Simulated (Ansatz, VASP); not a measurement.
**One calculation of AlN, two programs**

File INCAR:

```
PREC     = Accurate       # precision mode
ENCUT    = 520            # plane-wave cutoff, eV
EDIFF    = 1E-8           # SCF threshold, eV
ISMEAR   = -1             # smearing method
SIGMA    = 0.03           # smearing width, eV
LREAL    = F              # projectors in reciprocal space
LASPH    = T              # aspherical terms in the spheres
NELM     = 120            # most SCF steps
ALGO     = Normal         # electronic algorithm
ISIF     = 2              # what is computed and relaxed
LWAVE    = F              # write WAVECAR
LCHARG   = F              # write CHGCAR
GGA      = PS             # functional
LEFG     = T            
NBANDS   = 16             # bands
GGA_COMPAT= F
```

KPOINTS

```
Automatic mesh
0
Gamma
  10 10 6
```

POSCAR

```
AlN
1.0
    3.1110021516      0.0000000000      0.0000000000
   -1.5555010758      2.6942068945      0.0000000000
    0.0000000000      0.0000000000      4.9780000000
Al N
2 2
Direct
    0.3333333333      0.6666666667      0.0000000000
    0.6666666667      0.3333333333      0.5000000000
    0.3333333333      0.6666666667      0.3850000000
    0.6666666667      0.3333333333      0.8850000000
```

Input for Ansatz:

```yaml
crystal:
  lattice:
    - [3.1110021516, 0.0, 0.0]
    - [-1.5555010758, 2.6942068945, 0.0]
    - [0.0, 0.0, 4.978]
  atoms:
    - { symbol: Al, position: [0.3333333333, 0.6666666667, 0.0] }
    - { symbol: Al, position: [0.6666666667, 0.3333333333, 0.5] }
    - { symbol: "N", position: [0.3333333333, 0.6666666667, 0.385] }
    - { symbol: "N", position: [0.6666666667, 0.3333333333, 0.885] }
kpoints:
  mp_grid: { grid: [10, 10, 6] }
  band_path:
    path:
      - [0.0, 0.0, 0.0]
      - [0.5, 0.0, 0.0]
      - [0.3333333333, 0.3333333333, 0.0]
      - [0.0, 0.0, 0.0]
      - [0.0, 0.0, 0.5]
      - [0.5, 0.0, 0.5]
      - [0.3333333333, 0.3333333333, 0.5]
      - [0.0, 0.0, 0.5]
      - [0.5, 0.0, 0.5]
    npoints: 14
scf:
  occupations: { method: fermi_dirac, width: 0.03 }
hamiltonian:
  xc: pbesol
  pseudopotentials: { kind: paw }
output:
  forces: true
  stress: true
  eigenvalues: true
  efg: { contact_densities: true }
  populations: true
  bader: true
  dos: { projected: true, de: 0.2, e_range: [-14, 8] }
  write_density: true
  write_potential: true
  elf: true
  volumetric_format: npy
```

Alike in both runs: task electric field gradients; functional PBEsol; k mesh 10 × 10 × 6; occupations fermi-dirac, width 0.03 eV; no spin polarisation.

|  | VASP | Ansatz |
| --- | --- | --- |
| version | VASP 6.6.1 | Ansatz 0.2.0 |
| potentials or method | VASP PAW PBE potentials, release 64 (Al, N) | PAW with Ansatz's default frozen-core files, scalar-relativistic |
| plane-wave cutoff (eV) | 520 | 420 |
| valence electrons in the cell | 16 | 16 |

Ansatz gave:

- gap on the k mesh at the Fermi level (eV): 4.07
- pressure (GPa): 0.6
- traceless stress, the component that is largest in VASP (GPa): -1.31
- rms of the force components (eV/Å): 0.102
- size of Vzz on the site where it differs most (V/Å²): 0.4

Problem. Estimate VASP's values.

Solution. gap on the k mesh at the Fermi level (eV): 4.09; pressure (GPa): 0.5; traceless stress, the component that is largest in VASP (GPa): -1.33; rms of the force components (eV/Å): 0.103; size of Vzz on the site where it differs most (V/Å²): 0.7.

VASP's potentials were made for PBE, not for PBEsol. Atom by atom the forces differ by 0.001 eV/Å (rms over components). With one functional, cell and mesh, what is left measures potentials, basis and numerics.
